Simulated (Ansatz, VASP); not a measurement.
# C: VASP beside Ansatz

Contents of INCAR:

```
PREC     = Accurate       # precision mode
ENCUT    = 910            # plane-wave cutoff, eV
EDIFF    = 1E-6           # SCF threshold, eV
ISMEAR   = 0              # smearing method
SIGMA    = 0.05           # smearing width, eV
LREAL    = False          # projectors in reciprocal space
LASPH    = True           # aspherical terms in the spheres
NELM     = 120            # most SCF steps
ALGO     = Normal         # electronic algorithm
ISIF     = 2              # what is computed and relaxed
LWAVE    = False          # write WAVECAR
LCHARG   = False          # write CHGCAR
GGA      = CA             # functional
NBANDS   = 31             # bands
GGA_COMPAT= False
```

KPOINTS

```
Automatic mesh
0
Gamma
  10 10 3
```

File POSCAR:

```
C
1.0
   -2.4912907516      0.0000000000      0.0000000000
   -1.2456453758     -2.1575210791      0.0000000000
   -0.3115359085     -0.1798653406     10.2538776052
C
10
Direct
   -0.3394421100     -0.3394421100      0.8741556576
    0.6729721300      0.6729721300      0.7252443424
    0.0562802280      0.0562802280      0.1257869493
    0.6939497920      0.6939497920      0.4736130507
    0.0438577576      0.0438577576      0.2747969895
    0.7063722624      0.7063722624      0.3246030105
   -0.0102886207     -0.0102886207      0.9242937306
    0.3438186407      0.3438186407      0.6751062694
    0.3937920106      0.3937920106      0.0756656066
    0.3564380094      0.3564380094      0.5237343934
```

Input for Ansatz:

```yaml
crystal:
  lattice:
    - [-2.4912907516, 0.0, 0.0]
    - [-1.2456453758, -2.1575210791, 0.0]
    - [-0.3115359085, -0.1798653406, 10.2538776052]
  atoms:
    - { symbol: C, position: [-0.33944211, -0.33944211, 0.8741556576] }
    - { symbol: C, position: [0.67297213, 0.67297213, 0.7252443424] }
    - { symbol: C, position: [0.056280228, 0.056280228, 0.1257869493] }
    - { symbol: C, position: [0.693949792, 0.693949792, 0.4736130507] }
    - { symbol: C, position: [0.0438577576, 0.0438577576, 0.2747969895] }
    - { symbol: C, position: [0.7063722624, 0.7063722624, 0.3246030105] }
    - { symbol: C, position: [-0.0102886207, -0.0102886207, 0.9242937306] }
    - { symbol: C, position: [0.3438186407, 0.3438186407, 0.6751062694] }
    - { symbol: C, position: [0.3937920106, 0.3937920106, 0.0756656066] }
    - { symbol: C, position: [0.3564380094, 0.3564380094, 0.5237343934] }
basis:
  ecutwfc: 420
kpoints:
  mp_grid: { grid: [10, 10, 3] }
hamiltonian:
  xc: lda
scf:
  occupations: { method: gaussian, width: 0.05 }
output:
  forces: true
  stress: true
  eigenvalues: true
```

Alike in both runs: task single point; functional LDA; k mesh 10 × 10 × 3; occupations gaussian, width 0.05 eV; no spin polarisation.

|  | VASP | Ansatz |
| --- | --- | --- |
| version | VASP 6.6.1 | Ansatz 0.2.0 |
| potentials or method | VASP PAW LDA potentials, release 64 (C_h), cutoff 910 eV | scalar-relativistic, plane waves, PAW |
| valence electrons in the cell | 40 | 40 |

|  | VASP | Ansatz | Ansatz less VASP |
| --- | --- | --- | --- |
| gap on the k mesh at the Fermi level (eV) | none | none | - |
| rms of the force components (eV/Å) | 0.943 | 0.949 | +0.0063 |

LDA's correlation is that of Perdew and Zunger in VASP and of Perdew and Wang (1992) in Ansatz. Atom by atom the forces differ by 0.007 eV/Å (rms over components). A gap of «none» marks a metal or a gap that the smearing closes.

Noted on VASP's run: the cutoff is short for stress, so the pressure is rough.
